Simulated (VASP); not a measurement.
Here is a VASP 6.6.1 calculation.

The input INCAR:

```
SYSTEM = HfB2
PREC = Accurate ; ENCUT = 500
EDIFF = 1E-6 ; ISMEAR = 0
SIGMA = 0.05 ; LREAL = .FALSE.
LASPH = .TRUE. ; NELM = 120
ALGO = Normal ; ISIF = 2
LWAVE = .FALSE. ; LCHARG = .TRUE.
GGA = PE ; LELF = .TRUE.
LVHAR = .TRUE. ; NBANDS = 15
GGA_COMPAT = .FALSE.
```

KPOINTS

```
Automatic mesh
0
G
  12 12 10
  0 0 0
```

File POSCAR:

```
HfB2
1.0
    3.1400000000      0.0000000000      0.0000000000
   -1.5700000000      2.7193197679      0.0000000000
    0.0000000000      0.0000000000      3.4800000000
Hf B
1 2
Direct
    0.0000000000      0.0000000000      0.0000000000
    0.6666666667      0.3333333333      0.5028735632
    0.3333333333      0.6666666667      0.5000000000
```

Potentials or basis: VASP PAW PBE potentials, release 64 (Hf_pv, B).

Run with:

```bash
$ cat potpaw_PBE.64/Hf_pv/POTCAR potpaw_PBE.64/B/POTCAR > POTCAR
$ mpirun -np 1 vasp_std > vasp.out
```

(1) What does it give for the largest force?

(2) Estimate the band gap on the k mesh.

Results:

(1) 0.086 eV/Å.

(2) zero (bands 8 and 9 overlap by 1.31 eV).

Caveat: spin-orbit coupling is left out, which moves the levels of the heavy elements.
